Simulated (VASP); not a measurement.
# Mg64Si32O (a cell with a defect) in VASP: single point with PBEsol

Aim: the single point of Mg64Si32O (a cell with a defect) with PBEsol.

Program: VASP 6.6.1. These are calculated values, not measurements. Logs are shortened: lines on timing, memory, paths and dates and some standing lists are left out, and cuts for length are marked.

## Step 1: The cell of the first run

The cell holds a defect, 97 atoms: a = 12.649 Å, b = 12.649 Å, c = 12.649 Å, α = 90.00°, β = 90.00°, γ = 90.00°.

## Step 2: Single point, PBEsol

The input, INCAR:

```
PREC     = Accurate       # precision mode
ENCUT    = 520            # plane-wave cutoff, eV
EDIFF    = 1E-7           # SCF threshold, eV
ISMEAR   = -1             # smearing method
SIGMA    = 0.05           # smearing width, eV
LREAL    = Auto         
LASPH    = True           # aspherical terms in the spheres
NELM     = 80             # most SCF steps
ALGO     = Normal         # electronic algorithm
ISIF     = 2              # what is computed and relaxed
LWAVE    = False          # write WAVECAR
LCHARG   = True           # write CHGCAR
GGA      = PS             # functional
LELF     = True           # ELF
LVHAR    = True         
NBANDS   = 185            # bands
ISYM     = 0
```

The input, KPOINTS:

```
Automatic mesh
0
Gamma
  1 1 1
  0.25 0.25 0.25
```

The input, POSCAR:

```
Mg64Si32O
1.0
   12.6494980000      0.0000000000      0.0000000000
    0.0000000000     12.6494980000      0.0000000000
    0.0000000000      0.0000000000     12.6494980000
Mg Si O
64 32 1
Direct
    0.3757210000      0.1257190000      0.1275970000
    0.3751200000      0.1245040000      0.6255280000
    0.3743130000      0.6245200000      0.1214530000
    0.3743760000      0.6245290000      0.6296590000
    0.8767380000      0.1269200000      0.1263380000
    0.8754730000      0.1255930000      0.6267150000
    0.8755750000      0.6259780000      0.1274420000
    0.8744070000      0.6252810000      0.6253870000
    0.1266590000      0.3768590000      0.1269690000
    0.1249540000      0.3750300000      0.6264630000
    0.1250790000      0.8755860000      0.1269630000
    0.1238540000      0.8760040000      0.6272810000
    0.6253300000      0.3752100000      0.1269360000
    0.6257980000      0.3740110000      0.6273350000
    0.6324830000      0.8824820000      0.1257520000
    0.6251190000      0.8752070000      0.6257510000
    0.1255780000      0.1254430000      0.3764800000
    0.1257800000      0.1256820000      0.8768440000
    0.1244040000      0.6262150000      0.3770220000
    0.1242230000      0.6257290000      0.8762050000
    0.6261260000      0.1253120000      0.3765830000
    0.6257090000      0.1255270000      0.8758590000
    0.6173440000      0.6298240000      0.3800890000
    0.6251440000      0.6253010000      0.8762890000
    0.1260690000      0.1248990000      0.1270170000
    0.1250410000      0.1254370000      0.6264050000
    0.1250550000      0.6264400000      0.1265710000
    0.1234970000      0.6241660000      0.6271900000
    0.6260520000      0.1271300000      0.1267040000
    0.6256650000      0.1242310000      0.6253780000
    0.6283070000      0.6218830000      0.1238840000
    0.6251070000      0.6247460000      0.6272250000
    0.3760420000      0.3745700000      0.3771040000
    0.3755930000      0.3742950000      0.8762750000
    0.3797550000      0.8675490000      0.3801620000
    0.3751800000      0.8751780000      0.8763990000
    0.8751900000      0.3758720000      0.3766070000
    0.8755550000      0.3759470000      0.8768010000
    0.8751290000      0.8763080000      0.3765330000
    0.8755450000      0.8757210000      0.8757510000
    0.3762780000      0.3752390000      0.1265780000
    0.3740940000      0.3735900000      0.6272690000
    0.3716600000      0.8783640000      0.1240150000
    0.3746300000      0.8751690000      0.6272800000
    0.8746860000      0.3762970000      0.1269160000
    0.8752620000      0.3751770000      0.6264660000
    0.8770100000      0.8761980000      0.1265860000
    0.8741890000      0.8757680000      0.6252720000
    0.3757460000      0.1230850000      0.3765450000
    0.3755460000      0.1250710000      0.8763480000
    0.3738150000      0.6238750000      0.3855660000
    0.3746740000      0.6247760000      0.8760070000
    0.8768510000      0.1270740000      0.3766570000
    0.8751840000      0.1252620000      0.8763190000
    0.8729520000      0.6259590000      0.3765170000
    0.8750870000      0.6257780000      0.8762050000
    0.1258760000      0.3760610000      0.3766750000
    0.1248890000      0.3750200000      0.8774370000
    0.1256690000      0.8750960000      0.3774120000
    0.1244430000      0.8750910000      0.8755300000
    0.6248640000      0.3758350000      0.3775180000
    0.6249560000      0.3745020000      0.8755860000
    0.6233550000      0.8735740000      0.3732510000
    0.6249920000      0.8750210000      0.8759280000
    0.0008580000      0.0006460000      0.0010560000
    0.0002580000      0.0008260000      0.5014110000
    0.0001890000      0.5008240000      0.0021510000
    0.9997940000      0.5001900000      0.5009500000
    0.5011060000      0.0009490000      0.0008850000
    0.5007530000      0.9991110000      0.4999060000
    0.5005430000      0.4984060000      0.9991440000
    0.4998700000      0.4977640000      0.5046860000
    0.2507240000      0.2502980000      0.0021480000
    0.2501080000      0.2499090000      0.5009210000
    0.2482660000      0.7506780000      0.9991540000
    0.2476650000      0.7500480000      0.5044680000
    0.7505450000      0.2509710000      0.0010370000
    0.7506660000      0.2504390000      0.5014210000
    0.7510890000      0.7511890000      0.0005970000
    0.7490050000      0.7509180000      0.4997290000
    0.2508830000      0.9980800000      0.2541600000
    0.2500650000      0.0005710000      0.7516060000
    0.2533500000      0.5035760000      0.2528250000
    0.2491390000      0.4992970000      0.7523650000
    0.7533740000      0.0036310000      0.2523150000
    0.7501360000      0.0002510000      0.7512200000
    0.7478260000      0.5011130000      0.2541230000
    0.7504210000      0.5002480000      0.7515720000
    0.0017970000      0.2522750000      0.2511670000
    0.0003520000      0.2505060000      0.7518870000
    0.9999680000      0.7506510000      0.2523730000
    0.9987420000      0.7504310000      0.7502990000
    0.5004930000      0.2501290000      0.2523720000
    0.5003090000      0.2486000000      0.7505590000
    0.5039440000      0.7539900000      0.2278690000
    0.5002210000      0.7503620000      0.7516530000
    0.4875570000      0.7377280000      0.3679580000
```

Potentials or basis: VASP PAW PBE potentials, release 64 (Mg, Si, O).

The run is started by

```console
$ cat potpaw_PBE.64/Mg/POTCAR potpaw_PBE.64/Si/POTCAR potpaw_PBE.64/O/POTCAR > POTCAR
$ mpirun -np 1 vasp_std > vasp.out
```

OUTCAR:

```text
PREC = Accurate
   ENCUT = 520
   EDIFF = 1E-7
   ISMEAR = -1
   LREAL = Auto
   LASPH = True
   NELM = 80
   ISIF = 2
   GGA = PS
   ISYM = 0

 ion  position               nearest neighbor table
   1  0.376  0.126  0.128-  93 2.73  73 2.74  69 2.75  81 2.77  43 3.13  49 3.15  41 3.16  25 3.16
                            29 3.17  50 3.18
   2  0.375  0.125  0.626-  94 2.73  74 2.74  82 2.74  70 2.75  49 3.15  42 3.15  44 3.15  26 3.16
                            30 3.17  50 3.17
   3  0.374  0.625  0.121-  95 2.68  83 2.73  75 2.74  71 2.74  52 3.10  27 3.15  41 3.15  43 3.21
                            31 3.21  51 3.34
   4  0.374  0.625  0.630-  84 2.73  96 2.73  72 2.76  76 2.76  51 3.09  52 3.12  44 3.17  32 3.17
                            28 3.17  42 3.17
   5  0.877  0.127  0.126-  85 2.72  89 2.74  77 2.74  65 2.74  25 3.15  45 3.15  54 3.16  53 3.17
                            29 3.17  47 3.17
   6  0.875  0.126  0.627-  66 2.74  78 2.74  90 2.74  86 2.74  26 3.16  46 3.16  54 3.16  30 3.16
                            48 3.16  53 3.16
   7  0.876  0.626  0.127-  91 2.73  67 2.74  79 2.75  87 2.77  31 3.13  55 3.15  27 3.16  45 3.16
                            47 3.17  56 3.18
   8  0.874  0.625  0.625-  92 2.73  68 2.74  88 2.74  80 2.75  55 3.15  28 3.15  32 3.15  46 3.16
                            48 3.17  56 3.17
   9  0.127  0.377  0.127-  89 2.73  67 2.74  73 2.74  83 2.77  58 3.16  27 3.16  41 3.16  57 3.16
[... 171 lines left out ...]
  95  0.504  0.754  0.228-  97 1.80  15 2.64  31 2.65  43 2.65   3 2.68  63 2.82  23 2.87  35 2.87
                            51 3.07
  96  0.500  0.750  0.752-  64 2.73   4 2.73  36 2.74  24 2.74  44 2.74  32 2.74  52 2.74  16 2.74

  97  0.488  0.738  0.368-  95 1.80  51 2.05  35 2.14  23 2.14  63 2.43

IMPORTANT INFORMATION: All symmetrisations will be switched off!
NOSYMM: (Re-)initialisation of all symmetry stuff for point group C_1.

----------------------------------------------------------------------------------------

                                     Primitive cell

  volume of cell :    2024.0436

  direct lattice vectors                    reciprocal lattice vectors
    12.649498000  0.000000000  0.000000000     0.079054521  0.000000000  0.000000000
     0.000000000 12.649498000  0.000000000     0.000000000  0.079054521  0.000000000
     0.000000000  0.000000000 12.649498000     0.000000000  0.000000000  0.079054521

  length of vectors
    12.649498000 12.649498000 12.649498000     0.079054521  0.079054521  0.079054521

  position of ions in fractional coordinates (direct lattice)
     0.375721000  0.125719000  0.127597000
     0.375120000  0.124504000  0.625528000
     0.374313000  0.624520000  0.121453000
     0.374376000  0.624529000  0.629659000
     0.876738000  0.126920000  0.126338000
     0.875473000  0.125593000  0.626715000
[... 89 lines left out ...]
     0.500221000  0.750362000  0.751653000
     0.487557000  0.737728000  0.367958000

  ion indices of the primitive-cell ions
   primitive index   ion index
                 1           1
                 2           2
                 3           3
                 4           4
                 5           5
                 6           6
[... 89 lines left out ...]
                96          96
                97          97

----------------------------------------------------------------------------------------

 KPOINTS: Automatic mesh

Automatic generation of k-mesh.
   k-points           NKPTS =      4   k-points in BZ     NKDIM =      4   number of bands    NBANDS=    185
   number of dos      NEDOS =    301   number of ions     NIONS =     97
   total plane-waves  NPLWV = 884736
   dimension x,y,z NGX =    96 NGY =   96 NGZ =   96
   dimension x,y,z NGXF=   192 NGYF=  192 NGZF=  192
   ions per type =              64  32   1
   NGX,Y,Z   is equivalent  to a cutoff of  12.62, 12.62, 12.62 a.u.
   NGXF,Y,Z  is equivalent  to a cutoff of  25.23, 25.23, 25.23 a.u.
 SYSTEM =  unknown system
   PREC   = accura    normal or accurate (medium, high low for compatibility)
   ISTART =      0    job   : 0-new  1-cont  2-samecut
   ICHARG =      2    charge: 1-file 2-atom 10-const
   ISPIN  =      1    spin polarized calculation?
   LNONCOLLINEAR =      F non collinear calculations
   LSORBIT =      F    spin-orbit coupling
   LASPH  =      T    aspherical Exc in radial PAW
   ENCUT  =  520.0 eV  38.22 Ry    6.18 a.u.  23.52 23.52 23.52*2*pi/ulx,y,z
   NELM   =     80;   NELMIN=  2; NELMDL= -5     # of ELM steps
   EDIFF  = 0.1E-06   stopping-criterion for ELM
   LREAL  =      T    real-space projection
   EDIFFG = 0.1E-05   stopping-criterion for IOM
   NSW    =      0    number of steps for IOM
   IBRION =     -1    ionic relax: 0-MD 1-quasi-New 2-CG
   NFREE  =      0    steps in history (QN), initial steepest desc. (CG)
   ISIF   =      2    stress and relaxation
   ISYM   =      0    0-nonsym 1-usesym 2-fastsym
   POTIM  = 0.5000    time-step for ionic-motion
   TEBEG  =    0.0;   TEEND  =   0.0 temperature during run
   PSTRESS=    0.0 pullay stress
   NELECT =     262.0000    total number of electrons
   NUPDOWN=      -1.0000    fix difference up-down
   EMIN   =  10.00;   EMAX   =-10.00  energy-range for DOS
   EFERMI =   0.00;   METHOD = LEGACY
   ISMEAR =    -1;   SIGMA  =   0.05  broadening in eV -4-tet -1-fermi 0-gaus
   EFERMI_NEDOS =   21; number of points for ismear=-14 and -15
   IALGO  =     38    algorithm
   IMIX   =      4    mixing-type and parameters
     AMIX     =   0.40;   BMIX     =  1.00
     AMIX_MAG =   1.60;   BMIX_MAG =  1.00
  volume/ion in A,a.u.               =      20.87       140.81
  Fermi-wavevector in a.u.,A,eV,Ry     =   0.828137  1.564951  9.331014  0.685810
  Thomas-Fermi vector in A             =   1.940461
   LORBIT       =      0    0 simple, 1 ext, 2 COOP (PROOUT), +10 PAW based schemes
   GGA     = PS    functional components
   LHFCALC =     F    Hartree Fock is set to
   AEXX    =    0.0000 exact exchange contribution
   IVDW    =     0    specifies the selected vdW correction
   LEPSILON=     F    determine dielectric tensor
   LRPA    =     F    only Hartree local field effects (RPA)
 non-spin polarized calculation
  energy-cutoff  :      520.00
  volume of cell :     2024.04
 maximum number of plane-waves:     54486
 NGX is ok and might be reduce to    96
   NGX = 47   NGY = 47   NGZ = 47

 number of electron     262.0000001 magnetization

 Free energy of the ion-electron system (eV)
  ---------------------------------------------------
  ext. energy  EPLUGINS =         0.00000000
  ---------------------------------------------------
  free energy    TOTEN  =      -317.80348830 eV

  energy without entropy =     -317.79177947  energy(sigma->0) =     -317.79763388

 E-fermi :   3.7577     XC(G=0):  -8.9371

 val. band max:        3.5249420552   @ k =  -0.2500  -0.2500   0.2500
 cond. band min:       3.9842086271   @ k =  -0.2500  -0.2500   0.2500
 fundamental gap:      0.4592665719
 Fermi energy:         3.7577390787

 k-point     1 :       0.2500    0.2500    0.2500
  band No.  band energies     occupation
      1     -16.3557      2.00000
      2      -5.3618      2.00000
      3      -5.0611      2.00000
      4      -5.0164      2.00000
      5      -4.9618      2.00000
      6      -4.7552      2.00000
[... 573 lines left out ...]
    142       4.9594      0.00000
    143       4.9958      0.00000
 [bands above 143 left out]

------------------------ aborting loop because EDIFF is reached ----------------------------------------

  FORCE on cell =-STRESS in cart. coord.  units (eV):
  Direction    XX          YY          ZZ          XY          YZ          ZX
  --------------------------------------------------------------------------------------
  -------------------------------------------------------------------------------------
  Total        0.9753540      0.9567004      2.4936842      0.6463085     -0.3500226     -0.3462898
  in kB        0.7720634      0.7572977      1.9739319      0.5116001     -0.2770683     -0.2741135
  external PRESSURE =       1.1677643 kB  Pullay stress =       0.0000000 kB

 VOLUME and BASIS-vectors are now :
 -----------------------------------------------------------------------------
  energy-cutoff  :      520.00
  volume of cell :     2024.04
      direct lattice vectors                 reciprocal lattice vectors
    12.649498000  0.000000000  0.000000000     0.079054521  0.000000000  0.000000000
     0.000000000 12.649498000  0.000000000     0.000000000  0.079054521  0.000000000
     0.000000000  0.000000000 12.649498000     0.000000000  0.000000000  0.079054521

 POSITION                                       TOTAL-FORCE (eV/Angst)
 -----------------------------------------------------------------------------------
      4.75268      1.59028      1.61404        -0.007199     -0.020230     -0.012837
      4.74508      1.57491      7.91262        -0.009140      0.001212      0.004098
      4.73487      7.89986      1.53632         0.008004      0.004053      0.022330
      4.73567      7.89998      7.96487        -0.009620     -0.008260     -0.021676
     11.09030      1.60547      1.59811         0.004291      0.003611     -0.020926
     11.07429      1.58869      7.92763        -0.008370     -0.007144     -0.010304
[... 89 lines left out ...]
      6.32754      9.49170      9.50803         0.001514     -0.000489     -0.001114
      6.16735      9.33189      4.65448         0.158974      0.149209      0.031270
 -----------------------------------------------------------------------------------
    total drift:                                0.001098     -0.006685     -0.062671

  FREE ENERGIE OF THE ION-ELECTRON SYSTEM (eV)
  ---------------------------------------------------
  free  energy   TOTEN  =      -317.8034882960 eV

  energy  without entropy=     -317.7917794684  energy(sigma->0) =     -317.79763388
```

Wall time 63 min (1 thread of Intel Xeon Platinum 8259CL at 2.50GHz (Skylake/Cascade Lake), shared host); peak memory 2.2 GiB.

Results:

```
Free energy            : -317.8035 eV
Pressure               : 0.1 GPa
Largest force          : 0.220 eV/Å
Band gap on the k mesh : 0.46 eV
```

Forces on the atoms (eV/Å):
```
Mg  -0.007 -0.020 -0.013
Mg  -0.009  0.001  0.004
Mg   0.008  0.004  0.022
Mg  -0.010 -0.008 -0.022
Mg   0.004  0.004 -0.021
Mg  -0.008 -0.007 -0.010
Mg  -0.018 -0.014 -0.007
Mg   0.000 -0.010  0.007
Mg  -0.002 -0.004 -0.006
Mg  -0.008 -0.006 -0.007
Mg  -0.014 -0.012 -0.012
Mg   0.004 -0.019 -0.021
Mg  -0.007 -0.013 -0.010
Mg  -0.018 -0.004 -0.015
Mg  -0.007 -0.006 -0.028
Mg  -0.012 -0.013 -0.002
Mg  -0.008 -0.002 -0.001
Mg  -0.007 -0.007 -0.007
Mg   0.007  0.000  0.005
Mg  -0.014 -0.009 -0.014
Mg  -0.002 -0.001 -0.005
Mg  -0.019 -0.016  0.003
Mg  -0.039 -0.026 -0.001
Mg   0.000  0.002 -0.005
Mg   0.015  0.011  0.005
Mg   0.008  0.005  0.005
Mg   0.005  0.002  0.009
Mg   0.017  0.021 -0.006
Mg  -0.006  0.009 -0.005
Mg   0.006  0.021  0.008
Mg   0.019  0.000  0.003
Mg  -0.003  0.001  0.000
Mg  -0.001  0.007  0.001
Mg  -0.008 -0.013 -0.018
Mg  -0.029 -0.043 -0.005
Mg   0.004  0.005 -0.007
Mg  -0.003 -0.008 -0.006
Mg  -0.008 -0.007 -0.006
Mg  -0.001  0.001 -0.008
Mg  -0.014 -0.011 -0.002
Mg   0.001  0.005  0.011
Mg   0.019  0.012 -0.001
Mg   0.005  0.020  0.003
Mg  -0.003 -0.002  0.000
Mg   0.006  0.018  0.009
Mg   0.006  0.008  0.003
Mg   0.009 -0.003  0.000
Mg   0.016  0.007  0.011
Mg  -0.002  0.012  0.000
Mg   0.012  0.006  0.007
Mg   0.011  0.017  0.012
Mg   0.005  0.004  0.000
Mg   0.013  0.013  0.013
Mg   0.008  0.010  0.006
Mg   0.012 -0.006 -0.004
Mg   0.009  0.003  0.003
Mg   0.015  0.014  0.005
Mg   0.012  0.011  0.003
Mg   0.011 -0.011  0.024
Mg   0.003  0.005  0.003
Mg  -0.008  0.011  0.019
Mg   0.006  0.004  0.000
Mg   0.007  0.006  0.035
Mg   0.003  0.007  0.020
Si  -0.008 -0.001  0.006
Si  -0.004  0.002  0.002
Si  -0.004 -0.004  0.004
Si  -0.002 -0.001 -0.003
Si  -0.017  0.000  0.013
Si   0.008 -0.028 -0.005
Si   0.002 -0.012 -0.007
Si  -0.002 -0.029 -0.007
Si  -0.010 -0.003  0.010
Si  -0.006 -0.001  0.000
Si  -0.015  0.001 -0.008
Si  -0.033 -0.003  0.006
Si  -0.003 -0.008  0.006
Si  -0.002 -0.005  0.008
Si  -0.014 -0.014  0.028
Si  -0.033  0.007  0.004
Si   0.037  0.035 -0.026
Si   0.015  0.015  0.006
Si  -0.006 -0.011  0.008
Si   0.008  0.003  0.009
Si  -0.016 -0.025  0.037
Si   0.012  0.005  0.010
Si   0.038  0.035 -0.025
Si   0.019  0.014  0.007
Si   0.004 -0.014 -0.001
Si  -0.002 -0.004  0.001
Si   0.001 -0.001 -0.008
Si  -0.016 -0.007  0.000
Si  -0.004  0.002 -0.004
Si  -0.007 -0.001 -0.012
Si  -0.094 -0.081 -0.071
Si   0.002  0.000 -0.001
O    0.159  0.149  0.031
```

Stress tensor (GPa, compression positive):
```
 0.08  0.05 -0.03
 0.05  0.08 -0.03
-0.03 -0.03  0.20
```

Caveat: semilocal functionals underestimate gaps, and a narrow one can read as zero; the PAW data sets were made with another functional, which shifts forces and pressure a little.
